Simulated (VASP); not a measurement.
Write the native input for VASP 6.6.1 that does the following.

```yaml
Task: single point
Functional: PBE
Potentials_or_basis: VASP PAW PBE potentials, release 64 (Sc_sv, W_sv)
Cutoff: 520 eV
k_mesh: 8 × 8 × 8
Occupations: gaussian, width 0.1 eV
Spin: no spin polarisation
Dipole_correction: no
Further_INCAR_settings: ALGO = Normal; EDIFF = 1e-06; NBANDS = 37
```

The structure of Sc4W lies in POSCAR:

```
Sc4W
1.0
    5.0944386495      0.0000000000      0.0000000000
    0.0000000000      5.0944386495      0.0000000000
    0.0000000000      0.0000000000      5.0944386495
Sc W
4 1
Direct
    0.0000000000      0.0000000000      0.0000000000
    0.5000000000      0.5000000000      0.0000000000
    0.5000000000      0.0000000000      0.5000000000
    0.0000000000      0.5000000000      0.5000000000
    0.5000000000      0.5000000000      0.5000000000
```

These files were run (other wordings do the same):

INCAR

```
SYSTEM = Sc4W
PREC = Accurate
ENCUT = 520
EDIFF = 1E-6
ISMEAR = 0
SIGMA = 0.1
LREAL = .False.
LASPH = .True.
NELM = 100
ALGO = Normal
ISIF = 2
LWAVE = .False.
LCHARG = .False.
GGA = PE
NBANDS = 37
```

KPOINTS

```
Automatic mesh
0
Gamma
  8 8 8
  0 0 0
```

Potentials or basis: VASP PAW PBE potentials, release 64 (Sc_sv, W_sv).

Run with:

```bash
$ cat potpaw_PBE.64/Sc_sv/POTCAR potpaw_PBE.64/W_sv/POTCAR > POTCAR
$ mpirun -np 1 vasp_std > vasp.out
```

Results of the run:

| Property | Result |
| --- | --- |
| Pressure | 0.2 GPa |
| Band gap on the k mesh | zero (band 29 reaches 4.40 eV, above the bottom of band 30 at 3.52 eV) |

Caveat: spin-orbit coupling is left out, which moves the levels of the heavy elements.

Wall time 3.5 min on 1 thread of Intel Xeon 6975P-C, on a shared host, peak memory 0.32 GiB.
